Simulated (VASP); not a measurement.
A run of VASP 6.6.1:

The input INCAR:

```
SYSTEM = CaO
PREC = Accurate
ENCUT = 600
EDIFF = 1E-6
ISMEAR = -1
SIGMA = 0.05
LREAL = .False.
LASPH = .True.
NELM = 100
ALGO = Normal
ISIF = 3
LWAVE = .False.
LCHARG = .False.
GGA = PE
IVDW = 13
IBRION = 2
NSW = 80
EDIFFG = -0.01
```

File KPOINTS:

```
Automatic mesh
0
Gamma
  10 10 10
  0 0 0
```

POSCAR

```
CaO
1.0
    0.0000000000      2.4035556960      2.4035556960
    2.4035556960      0.0000000000      2.4035556960
    2.4035556960      2.4035556960      0.0000000000
Ca O
1 1
Direct
    0.0000000000      0.0000000000      0.0000000000
    0.5000000000      0.5000000000      0.5000000000
```

Potentials or basis: VASP PAW PBE potentials, release 64 (Ca_sv, O).

Command:

```bash
$ cat potpaw_PBE.64/Ca_sv/POTCAR potpaw_PBE.64/O/POTCAR > POTCAR
$ mpirun -np 1 vasp_std > vasp.out
```

Hardware: 1 thread of Intel(R) Xeon(R) 6975P-C (Granite Rapids) (shared host).

Problem. How long does it take, and how much memory?

Solution. Run time: 9.7 s on 1 thread of Intel(R) Xeon(R) 6975P-C (Granite Rapids) (shared host), peak memory 0.16 GiB. Counts: scf iterations 13, k points 47, ion steps 1.
